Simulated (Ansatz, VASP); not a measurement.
## One calculation of Se, two programs

```
Se
1.0
     4.39872    0.00000    0.00000
    -2.19936    3.80940    0.00000
     0.00000    0.00000    4.94945
Se
3
Cartesian
  0.9545 0.0000 0.8249
  -0.4773 0.8266 4.1245
  1.7221 2.9828 2.4747
```

Change from the starting cell: equal xx and yy strain of +1 %.

Alike in both runs: task single point; functional LDA; k mesh 8 × 8 × 6; occupations fermi-dirac, width 0.03 eV; no spin polarisation.

|  | VASP | Ansatz |
| --- | --- | --- |
| version | VASP 6.6.1 | Ansatz 0.2.0 |
| potentials or method | VASP PAW LDA potentials, release 64 (Se), cutoff 520 eV | all-electron LAPW, scalar-relativistic |

|  | VASP | Ansatz | Ansatz less VASP |
| --- | --- | --- | --- |
| pressure (GPa) | 0.7 | 0.4 | -0.24 |
| traceless stress, the component that is largest in VASP (GPa) | 1.26 | 1.15 | -0.111 |
| rms of the force components (eV/Å) | 0.440 | 0.405 | -0.0354 |

LDA's correlation is that of Perdew and Zunger in VASP and of Perdew and Wang (1992) in Ansatz. Atom by atom the forces differ by 0.035 eV/Å (rms over components). Ansatz ran all-electron here, and VASP with PAW potentials.
